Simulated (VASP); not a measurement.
# Ti: single point with PBEsol

Crystal: Ti.

```
CELL_PARAMETERS angstrom
2.74121 0.00000 0.00000
-1.37061 2.37396 0.00000
0.00000 0.00000 4.37164
ATOMIC_POSITIONS crystal
Ti 0.33333 0.66667 0.25000
Ti 0.66667 0.33333 0.75000
```

This cell differs from its parent crystal: volume scaled by 0.85.

* Program: VASP 6.6.1
* Task: single point
* Functional: PBEsol
* Potentials or basis: VASP PAW PBE potentials, release 64 (Ti_sv)
* Cutoff: 520 eV
* k mesh: 17 × 17 × 9
* Occupations: fermi-dirac, width 0.08 eV
* Spin: no spin polarisation

The pressure is 24.8 GPa and the band gap on the k mesh is zero (band 12 reaches 11.44 eV, above the bottom of band 13 at 10.24 eV).

Levels at points of the mesh, in eV from the Fermi level:
| k point | band 8 | band 9 | band 10 | band 11 | band 12 | band 13 | band 14 | band 15 | band 16 | band 17 |
| --- | --- | --- | --- | --- | --- | --- | --- | --- | --- | --- |
| (0.00, 0.00, 0.00) | -31.94 | -6.60 | -3.22 | 0.87 | 0.87 | 0.99 | 1.45 | 1.53 | 1.53 | 2.04 |

Run time: 92 s on 1 thread of Intel Xeon 8259CL, with other jobs on the host, peak memory 0.2 GiB.

Caveat: the PAW data sets were made with another functional, which shifts forces and pressure a little.
